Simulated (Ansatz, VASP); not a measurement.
**NaH in VASP and in Ansatz**

```xyz
2
Lattice="0.0000 2.4400 2.4156 2.4400 0.0000 2.4156 2.4400 2.4400 0.0000" Properties=species:S:1:pos:R:3 pbc="T T T"
Na    0.0000    0.0000    0.0000
H     2.4400    2.4400    2.4156
```

Change from the starting cell: zz strain of -1 %, crystal datasets.

Alike in both runs: task electric field gradients; functional PBEsol; k mesh 9 × 9 × 9; occupations fermi-dirac, width 0.03 eV; no spin polarisation.

```csv
,VASP,Ansatz
version,VASP 6.6.1,Ansatz 0.2.0
potentials or method,"VASP PAW PBE potentials, release 64 (Na_pv, H), cutoff 400 eV","all-electron PAW with datasets made for the crystal, scalar-relativistic"
```

VASP gave:

```
gap on the k mesh at the Fermi level (eV)                     : 3.82
pressure (GPa)                                                : -1.5
traceless stress, the component that is largest in VASP (GPa) : 0.20
size of Vzz on the site where it differs most (V/Å²)          : 0.9
```

Q: Which values does Ansatz return?

A: gap on the k mesh at the Fermi level (eV): 3.82; pressure (GPa): -1.0; traceless stress, the component that is largest in VASP (GPa): 0.19; size of Vzz on the site where it differs most (V/Å²): 0.9.

VASP's potentials were made for PBE, not for PBEsol. Ansatz ran all-electron here, and VASP with PAW potentials.
